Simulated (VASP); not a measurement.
# AgCl in VASP: notebook

The runs below take AgCl through single point, with PBE, r2SCAN.

Program: VASP 6.6.1. These are calculated values, not measurements. Logs are shortened: lines on timing, memory, paths and dates and some standing lists are left out, and cuts for length are marked.

**1. The cell of the first run**

The typed cell holds 4 atoms: a = 4.390 Å, b = 4.390 Å, c = 5.558 Å, α = 90.00°, β = 90.00°, γ = 120.00°.

**2. Single point, PBE (strain -2.9%)**

Contents of INCAR:

```
  PREC = Accurate
  ENCUT = 520
  EDIFF = 1E-6
  ISMEAR = -1
  SIGMA = 0.02
  LREAL = F
  LASPH = T
  NELM = 100
  ALGO = Normal
  ISIF = 2
  LWAVE = F
  LCHARG = T
  GGA = PE
  LELF = T
  LVHAR = T
  NBANDS = 26
```

Contents of KPOINTS:

```
regular mesh
0
Gamma
  6 6 4
```

Contents of POSCAR:

```
AgCl
1.0
    4.3895725603      0.0000000000      0.0000000000
   -2.1947862801      3.8014813490      0.0000000000
    0.0000000000      0.0000000000      5.5576892261
Ag Cl
2 2
Direct
    0.3333333333      0.6666666667     -0.0622203809
    0.6666666667      0.3333333333      0.4377796191
    0.3333333333      0.6666666667      0.4372203809
    0.6666666667      0.3333333333      0.9372203809
```

Potentials or basis: VASP PAW PBE potentials, release 64 (Ag, Cl).

Launch:

```bash
$ cat potpaw_PBE.64/Ag/POTCAR potpaw_PBE.64/Cl/POTCAR > POTCAR
$ mpirun -np 1 vasp_std > vasp.out
```

OUTCAR:

```text
PREC = Accurate
   ENCUT = 520
   EDIFF = 1E-6
   ISMEAR = -1
   LREAL = F
   LASPH = T
   NELM = 100
   ISIF = 2
   GGA = PE

 ion  position               nearest neighbor table
   1  0.333  0.667  0.938-   4 2.53   4 2.53   4 2.53   3 2.78   3 2.78
   2  0.667  0.333  0.438-   3 2.53   3 2.53   3 2.53   4 2.78   4 2.78
   3  0.333  0.667  0.437-   2 2.53   2 2.53   2 2.53   1 2.78   1 2.78
   4  0.667  0.333  0.937-   1 2.53   1 2.53   1 2.53   2 2.78   2 2.78

  LATTYP: Found a hexagonal cell.
 ALAT       =     4.3895725603
 C/A-ratio  =     1.2661117113

  Lattice vectors:

 A1 = (   4.3895725603,   0.0000000000,   0.0000000000)
 A2 = (  -2.1947862801,   3.8014813490,   0.0000000000)
 A3 = (   0.0000000000,   0.0000000000,   5.5576892261)

Analysis of symmetry for initial positions (statically):
=====================================================================
 Subroutine PRICEL returns:
 Original cell was already a primitive cell.

 Routine SETGRP: Setting up the symmetry group for a
 hexagonal supercell.

 Subroutine GETGRP returns: Found 12 space group operations
 (whereof  6 operations were pure point group operations)
 out of a pool of 24 trial point group operations.

The static configuration has the point symmetry C_3v.
 The point group associated with its full space group is C_6v.

Analysis of symmetry for dynamics (positions and initial velocities):
=====================================================================
 Subroutine PRICEL returns:
 Original cell was already a primitive cell.

 Routine SETGRP: Setting up the symmetry group for a
 hexagonal supercell.

 Subroutine GETGRP returns: Found 12 space group operations
 (whereof  6 operations were pure point group operations)
 out of a pool of 24 trial point group operations.

The dynamic configuration has the point symmetry C_3v.
 The point group associated with its full space group is C_6v.

 Subroutine INISYM returns: Found 12 space group operations
 (whereof  6 operations are pure point group operations),
 and found     1 'primitive' translations

----------------------------------------------------------------------------------------

                                     Primitive cell

  volume of cell :      92.7405

  direct lattice vectors                    reciprocal lattice vectors
[... 84 lines left out ...]
   LASPH  =      T    aspherical Exc in radial PAW
   ENCUT  =  520.0 eV  38.22 Ry    6.18 a.u.   8.16  8.16 10.33*2*pi/ulx,y,z
   NELM   =    100;   NELMIN=  2; NELMDL= -5     # of ELM steps
   EDIFF  = 0.1E-05   stopping-criterion for ELM
   LREAL  =      F    real-space projection
   EDIFFG = 0.1E-04   stopping-criterion for IOM
   NSW    =      0    number of steps for IOM
   IBRION =     -1    ionic relax: 0-MD 1-quasi-New 2-CG
   NFREE  =      0    steps in history (QN), initial steepest desc. (CG)
   ISIF   =      2    stress and relaxation
   ISYM   =      2    0-nonsym 1-usesym 2-fastsym
   POTIM  = 0.5000    time-step for ionic-motion
   TEBEG  =    0.0;   TEEND  =   0.0 temperature during run
   PSTRESS=    0.0 pullay stress
   NELECT =      36.0000    total number of electrons
   NUPDOWN=      -1.0000    fix difference up-down
   EMIN   =  10.00;   EMAX   =-10.00  energy-range for DOS
   EFERMI =   0.00;   METHOD = LEGACY
   ISMEAR =    -1;   SIGMA  =   0.02  broadening in eV -4-tet -1-fermi 0-gaus
   EFERMI_NEDOS =   21; number of points for ismear=-14 and -15
   IALGO  =     38    algorithm
   IMIX   =      4    mixing-type and parameters
     AMIX     =   0.40;   BMIX     =  1.00
     AMIX_MAG =   1.60;   BMIX_MAG =  1.00
  volume/ion in A,a.u.               =      23.19       156.46
  Fermi-wavevector in a.u.,A,eV,Ry     =   1.194224  2.256757 19.404242  1.426172
  Thomas-Fermi vector in A             =   2.330220
   LORBIT       =      0    0 simple, 1 ext, 2 COOP (PROOUT), +10 PAW based schemes
   GGA     = PE    functional components
   LHFCALC =     F    Hartree Fock is set to
   AEXX    =    0.0000 exact exchange contribution
   IVDW    =     0    specifies the selected vdW correction
   LEPSILON=     F    determine dielectric tensor
   LRPA    =     F    only Hartree local field effects (RPA)
 non-spin polarized calculation
  energy-cutoff  :      520.00
  volume of cell :       92.74
 maximum number of plane-waves:      2523
 NGX is ok and might be reduce to    36
   NGX = 17   NGY = 17   NGZ = 21

 number of electron      36.0000008 magnetization

 Free energy of the ion-electron system (eV)
  ---------------------------------------------------
  ext. energy  EPLUGINS =         0.00000000
  ---------------------------------------------------
  free energy    TOTEN  =       -10.67652672 eV

  energy without entropy =      -10.67652672  energy(sigma->0) =      -10.67652672

 E-fermi :   3.5772     XC(G=0):  -9.2737

 val. band max:        3.0905664390   @ k =   0.3333   0.3333   0.5000
 cond. band min:       4.4142388114   @ k =   0.0000   0.0000   0.0000
 fundamental gap:      1.3236723724
 Fermi energy:         3.5771750842

 k-point     1 :       0.0000    0.0000    0.0000
  band No.  band energies     occupation
      1     -12.2451      2.00000
      2     -11.7728      2.00000
      3      -1.6292      2.00000
      4      -1.6292      2.00000
      5      -1.3838      2.00000
      6      -1.3838      2.00000
[... 598 lines left out ...]
     25      12.4986      0.00000
     26      12.4986      0.00000

------------------------ aborting loop because EDIFF is reached ----------------------------------------

  FORCE on cell =-STRESS in cart. coord.  units (eV):
  Direction    XX          YY          ZZ          XY          YZ          ZX
  --------------------------------------------------------------------------------------
  -------------------------------------------------------------------------------------
  Total        3.1309295      3.1309295      3.1565467      0.0000000      0.0000000      0.0000000
  in kB       54.0896929     54.0896929     54.5322534      0.0000000      0.0000000      0.0000000
  external PRESSURE =      54.2372131 kB  Pullay stress =       0.0000000 kB

 VOLUME and BASIS-vectors are now :
 -----------------------------------------------------------------------------
  energy-cutoff  :      520.00
  volume of cell :       92.74
      direct lattice vectors                 reciprocal lattice vectors
     4.389572560  0.000000000  0.000000000     0.227812614  0.131527674  0.000000000
    -2.194786280  3.801481349  0.000000000     0.000000000  0.263055348  0.000000000
     0.000000000  0.000000000  5.557689226     0.000000000  0.000000000  0.179930896

 POSITION                                       TOTAL-FORCE (eV/Angst)
 -----------------------------------------------------------------------------------
     -0.00000      2.53432      5.21189         0.000000      0.000000     -0.003310
      2.19479      1.26716      2.43304         0.000000     -0.000000     -0.003310
     -0.00000      2.53432      2.42994        -0.000000      0.000000      0.003310
      2.19479      1.26716      5.20878         0.000000     -0.000000      0.003310
 -----------------------------------------------------------------------------------
    total drift:                               -0.000000      0.000000     -0.000057

  FREE ENERGIE OF THE ION-ELECTRON SYSTEM (eV)
  ---------------------------------------------------
  free  energy   TOTEN  =       -10.6765267171 eV

  energy  without entropy=      -10.6765267171  energy(sigma->0) =      -10.67652672
```

OSZICAR:

```text
N       E                     dE             d eps       ncg     rms          rms(c)
DAV:   1     0.242173035597E+03    0.24217E+03   -0.17374E+04  1092   0.126E+03
DAV:   2     0.292783703880E+01   -0.23925E+03   -0.22959E+03  1246   0.279E+02
DAV:   3    -0.108710121574E+02   -0.13799E+02   -0.13703E+02  1310   0.679E+01
DAV:   4    -0.110351439814E+02   -0.16413E+00   -0.16399E+00  1224   0.809E+00
DAV:   5    -0.110378748105E+02   -0.27308E-02   -0.27307E-02  1324   0.107E+00    0.104E+01
DAV:   6    -0.106815453641E+02    0.35633E+00   -0.67293E-01  1188   0.833E+00    0.701E+00
DAV:   7    -0.106803784878E+02    0.11669E-02   -0.35532E-01  1132   0.322E+00    0.238E+00
DAV:   8    -0.106755260001E+02    0.48525E-02   -0.17212E-02  1180   0.103E+00    0.521E-01
DAV:   9    -0.106761715778E+02   -0.64558E-03   -0.50808E-03  1180   0.518E-01    0.885E-02
DAV:  10    -0.106763853959E+02   -0.21382E-03   -0.18267E-04  1166   0.946E-02    0.385E-02
DAV:  11    -0.106765033974E+02   -0.11800E-03   -0.84658E-05  1122   0.503E-02    0.116E-02
DAV:  12    -0.106765254400E+02   -0.22043E-04   -0.20591E-05  1164   0.306E-02    0.494E-03
DAV:  13    -0.106765265464E+02   -0.11063E-05   -0.17599E-06  1102   0.800E-03    0.175E-03
DAV:  14    -0.106765267171E+02   -0.17072E-06   -0.24949E-07   822   0.352E-03
   1 F= -.10676527E+02 E0= -.10676527E+02  d E =-.106075E-11
```

It took 38 s on 1 thread of Intel Xeon Platinum 8259CL at 2.50GHz (Skylake/Cascade Lake), shared host; peak memory 0.24 GiB.

What came out:

```yaml
Free_energy: -10.6765 eV
Pressure: 5.4 GPa
Largest_force: 0.003 eV/Å
Band_gap_on_the_k_mesh: 1.32 eV, indirect (least direct gap 1.35 eV)
```

Forces on the atoms (eV/Å):
```
Ag   0.000  0.000 -0.003
Ag   0.000  0.000 -0.003
Cl   0.000  0.000  0.003
Cl   0.000  0.000  0.003
```

Levels at points of the mesh, in eV from the valence-band top:
```tsv
k point	band 15	band 16	band 17	band 18	band 19	band 20	band 21	band 22
(0.00, 0.00, 0.00)	-0.37	-0.37	-0.03	-0.03	1.32	2.97	7.32	7.32
(0.50, 0.00, 0.00)	-1.60	-1.60	-1.58	-1.19	4.19	4.34	6.27	7.42
(0.00, 0.00, 0.50)	-0.14	-0.14	-0.14	-0.14	3.57	3.57	7.19	7.19
(0.50, 0.00, 0.50)	-1.31	-1.31	-0.15	-0.15	4.82	4.82	6.43	6.43
```

Caveat: the cell differs from its parent crystal (strain -2.9%).

**3. Single point, PBE (shear xy strain +0.6%)**

Contents of INCAR:

```
SYSTEM = AgCl
PREC     = Accurate       ! precision mode
ENCUT    = 520            ! plane-wave cutoff, eV
EDIFF    = 1E-6           ! SCF threshold, eV
ISMEAR   = -1             ! smearing method
SIGMA    = 0.02           ! smearing width, eV
LREAL    = .FALSE.        ! projectors in reciprocal space
LASPH    = .TRUE.         ! aspherical terms in the spheres
NELM     = 100            ! most SCF steps
ALGO     = Normal         ! electronic algorithm
ISIF     = 2              ! what is computed and relaxed
LWAVE    = .FALSE.        ! write WAVECAR
LCHARG   = .TRUE.         ! write CHGCAR
GGA      = PE             ! functional
LELF     = .TRUE.         ! ELF
LVHAR    = .TRUE.       
NBANDS   = 26             ! bands
```

Contents of KPOINTS:

```
Automatic mesh
0
G
  6 6 4
  0 0 0
```

Contents of POSCAR:

```
AgCl
1.0
    4.5197411041      0.0137852103      0.0000000000
   -2.2479322097      3.9073180095      0.0000000000
    0.0000000000      0.0000000000      5.7224971438
Ag Cl
2 2
Direct
    0.3334831540      0.6666369635     -0.0623708491
    0.6665168460      0.3333630365      0.4376291509
    0.3313843853      0.6666993401      0.4373708491
    0.6686156147      0.3333006599      0.9373708491
```

Potentials or basis: VASP PAW PBE potentials, release 64 (Ag, Cl).

Launch:

```bash
$ cat potpaw_PBE.64/Ag/POTCAR potpaw_PBE.64/Cl/POTCAR > POTCAR
$ mpirun -np 1 vasp_std > vasp.out
```

OUTCAR:

```text
SYSTEM = AgCl
   PREC = Accurate
   ENCUT = 520
   EDIFF = 1E-6
   ISMEAR = -1
   LREAL = .FALSE.
   LASPH = .TRUE.
   NELM = 100
   ISIF = 2
   GGA = PE

 ion  position               nearest neighbor table
   1  0.333  0.667  0.938-   4 2.61   4 2.61   4 2.61   3 2.86   3 2.86
   2  0.667  0.333  0.438-   3 2.61   3 2.61   3 2.61   4 2.86   4 2.86
   3  0.331  0.667  0.437-   2 2.61   2 2.61   2 2.61   1 2.86   1 2.86
   4  0.669  0.333  0.937-   1 2.61   1 2.61   1 2.61   2 2.86   2 2.86

  Warning from LATTYP: Monoclinic adjustment (A1->A3, A2->A1, A3->A2)!
  LATTYP: Found a simple monoclinic cell.
 ALAT       =     4.5078080313
 B/A-ratio  =     1.2694633631
 C/A-ratio  =     1.0026518643
 COS(beta)  =    -0.4960292173

  Lattice vectors:

 A1 = (  -2.2479322097,   3.9073180095,   0.0000000000)
 A2 = (   0.0000000000,   0.0000000000,   5.7224971438)
 A3 = (   4.5197411041,   0.0137852103,   0.0000000000)

Analysis of symmetry for initial positions (statically):
=====================================================================
 Subroutine PRICEL returns:
 Original cell was already a primitive cell.

[... 169 lines left out ...]
  ext. energy  EPLUGINS =         0.00000000
  ---------------------------------------------------
  free energy    TOTEN  =       -10.84386066 eV

  energy without entropy =      -10.84386066  energy(sigma->0) =      -10.84386066

 E-fermi :   2.5432     XC(G=0):  -8.8404

 val. band max:        2.1134618036   @ k =   0.3333   0.3333   0.5000
 cond. band min:       3.4768617603   @ k =   0.0000   0.0000   0.0000
 fundamental gap:      1.3633999566
 Fermi energy:         2.5432086976

 k-point     1 :       0.0000    0.0000    0.0000
  band No.  band energies     occupation
      1     -12.6887      2.00000
      2     -12.3118      2.00000
      3      -2.0328      2.00000
      4      -2.0210      2.00000
      5      -1.8082      2.00000
      6      -1.8063      2.00000
[... 685 lines left out ...]
     25      11.6237      0.00000
     26      11.9245      0.00000

 [... further k-points ...]
[... 5 lines left out ...]
  --------------------------------------------------------------------------------------
  -------------------------------------------------------------------------------------
  Total        0.6097093      0.6094645      0.8972115     -0.0123221      0.0000000      0.0000000
  in kB        9.6492625      9.6453885     14.1992727     -0.1950101      0.0000000      0.0000000
  external PRESSURE =      11.1646413 kB  Pullay stress =       0.0000000 kB

 VOLUME and BASIS-vectors are now :
 -----------------------------------------------------------------------------
  energy-cutoff  :      520.00
  volume of cell :      101.24
      direct lattice vectors                 reciprocal lattice vectors
     4.519741104  0.013785210  0.000000000     0.220864059  0.127066042  0.000000000
    -2.247932210  3.907318009  0.000000000    -0.000779219  0.255481731  0.000000000
     0.000000000  0.000000000  5.722497144     0.000000000  0.000000000  0.174748886

 POSITION                                       TOTAL-FORCE (eV/Angst)
 -----------------------------------------------------------------------------------
      0.00870      2.60936      5.36558        -0.001864     -0.000106     -0.000744
      2.26311      1.31174      2.50433         0.001864      0.000106     -0.000744
     -0.00092      2.60957      2.50285        -0.000861      0.000053      0.000744
      2.27273      1.31153      5.36410         0.000861     -0.000053      0.000744
 -----------------------------------------------------------------------------------
    total drift:                               -0.000000     -0.000000      0.000046

  FREE ENERGIE OF THE ION-ELECTRON SYSTEM (eV)
  ---------------------------------------------------
  free  energy   TOTEN  =       -10.8438606596 eV

  energy  without entropy=      -10.8438606596  energy(sigma->0) =      -10.84386066
```

stdout:

```text
POSCAR found type information on POSCAR AgCl
 POSCAR found :  2 types and       4 ions
 scaLAPACK will be used
 LDA part: xc-table for (Slater+PW92), standard interpolation
 POSCAR, INCAR and KPOINTS ok, starting setup
 FFT: planning ... GRIDC
 FFT: planning ... GRID_SOFT
 FFT: planning ... GRID
 WAVECAR not read
 entering main loop
```

Run time: 1.8 min. Hardware: 1 thread of Intel Xeon Platinum 8259CL at 2.50GHz (Skylake/Cascade Lake), shared host; peak memory 0.31 GiB.

What came out:

- Free energy: -10.8439 eV
- Pressure: 1.1 GPa
- Band gap on the k mesh: 1.36 eV, indirect (least direct gap 1.38 eV)

Forces on the atoms (eV/Å):
```
Ag  -0.002  0.000 -0.001
Ag   0.002  0.000 -0.001
Cl  -0.001  0.000  0.001
Cl   0.001  0.000  0.001
```

Stress tensor (GPa, compression positive):
```
 0.96 -0.02  0.00
-0.02  0.96  0.00
 0.00  0.00  1.42
```

Caveat: the cell differs from its parent crystal (shear xy strain +0.6%).

**4. Single point, r2SCAN (shear xy strain +0.6%)**

POSCAR is that of step 3.

Contents of INCAR.step1:

```
SYSTEM = AgCl
PREC = Accurate ; ENCUT = 520
ISMEAR = 0 ; SIGMA = 0.01
LREAL = .FALSE. ; LASPH = .TRUE.
NELM = 100 ; NBANDS = 26
GGA = PE ; ALGO = Normal
EDIFF = 1E-4 ; LWAVE = .TRUE.
LCHARG = .FALSE.
```

Contents of INCAR.step2:

```
SYSTEM = AgCl
PREC = Accurate ; ENCUT = 520
EDIFF = 1E-6 ; ISMEAR = 0
SIGMA = 0.01 ; LREAL = .FALSE.
LASPH = .TRUE. ; NELM = 100
ALGO = Normal ; ISIF = 2
LWAVE = .FALSE. ; LCHARG = .FALSE.
METAGGA = R2SCAN ; LMIXTAU = .TRUE.
NBANDS = 26 ; ISTART = 1
```

Contents of KPOINTS:

```
regular mesh
0
G
  6 6 4
  0 0 0
```

Launch:

```bash
$ cat potpaw_PBE.64/Ag/POTCAR potpaw_PBE.64/Cl/POTCAR > POTCAR
$ cp INCAR.step1 INCAR
$ mpirun -np 1 vasp_std > vasp.out
$ cp INCAR.step2 INCAR
$ mpirun -np 1 vasp_std > vasp.out
```

Run time: 9.8 min. Hardware: 1 thread of Intel Xeon Platinum 8259CL at 2.50GHz (Skylake/Cascade Lake), shared host; peak memory 0.33 GiB.

Results (log left out):

```
Free energy            : -57.1395 eV
Pressure               : -0.1 GPa
Band gap on the k mesh : 1.77 eV, indirect (the least direct gap lies 4.1 meV higher)
```

Forces in eV/Å, atoms in the order of the input:
```
Ag  -0.002  0.000 -0.001
Ag   0.002  0.000 -0.001
Cl  -0.001  0.000  0.001
Cl   0.001  0.000  0.001
```

Levels at points of the mesh, in eV from the valence-band top:
| k point | band 15 | band 16 | band 17 | band 18 | band 19 | band 20 | band 21 | band 22 |
| --- | --- | --- | --- | --- | --- | --- | --- | --- |
| (0.00, 0.00, 0.00) | -0.31 | -0.29 | -0.02 | 0.00 | 1.77 | 3.55 | 7.93 | 7.98 |
| (0.50, 0.00, 0.00) | -1.40 | -1.40 | -1.38 | -1.01 | 4.55 | 4.89 | 6.39 | 7.80 |
| (0.00, 0.50, 0.00) | -1.41 | -1.39 | -1.38 | -1.02 | 4.54 | 4.87 | 6.40 | 7.78 |
| (0.50, 0.50, 0.00) | -1.42 | -1.39 | -1.39 | -1.02 | 4.53 | 4.84 | 6.42 | 7.76 |
| (0.00, 0.00, 0.50) | -0.12 | -0.12 | -0.10 | -0.10 | 3.84 | 3.84 | 7.84 | 7.84 |
| (0.50, 0.00, 0.50) | -1.12 | -1.12 | -0.12 | -0.12 | 5.24 | 5.24 | 6.77 | 6.77 |
| (0.00, 0.50, 0.50) | -1.12 | -1.12 | -0.12 | -0.12 | 5.24 | 5.24 | 6.77 | 6.77 |
| (0.50, 0.50, 0.50) | -1.13 | -1.13 | -0.13 | -0.13 | 5.25 | 5.25 | 6.76 | 6.76 |

Caveat: the cell differs from its parent crystal (shear xy strain +0.6%); the PAW data sets were made with another functional, which shifts forces and pressure a little.

**5. The runs side by side**

| level | cell | smearing | gap on the mesh (eV) | pressure (GPa) |
| --- | --- | --- | --- | --- |
| PBE | a = 4.390, b = 4.390, c = 5.558 Å, angles 90.0, 90.0, 120.0°, 4 atoms | fermi-dirac 0.02 eV | 1.32 | 5.4 |
| PBE | a = 4.520, b = 4.508, c = 5.722 Å, angles 90.0, 90.0, 119.7°, 4 atoms | fermi-dirac 0.02 eV | 1.36 | 1.1 |
| r2SCAN | a = 4.520, b = 4.508, c = 5.722 Å, angles 90.0, 90.0, 119.7°, 4 atoms | gaussian 0.01 eV | 1.77 | -0.1 |

Alike in all rows: task single point; potentials or basis VASP PAW PBE potentials, release 64 (Ag, Cl); no spin polarisation; k mesh 6 × 6 × 4; cutoff (eV) 520.

Caveats: the PAW data sets were made with another functional, which shifts forces and pressure a little (some runs).

Total energies depend on the potentials used, so only differences within one code and one set of settings carry meaning.
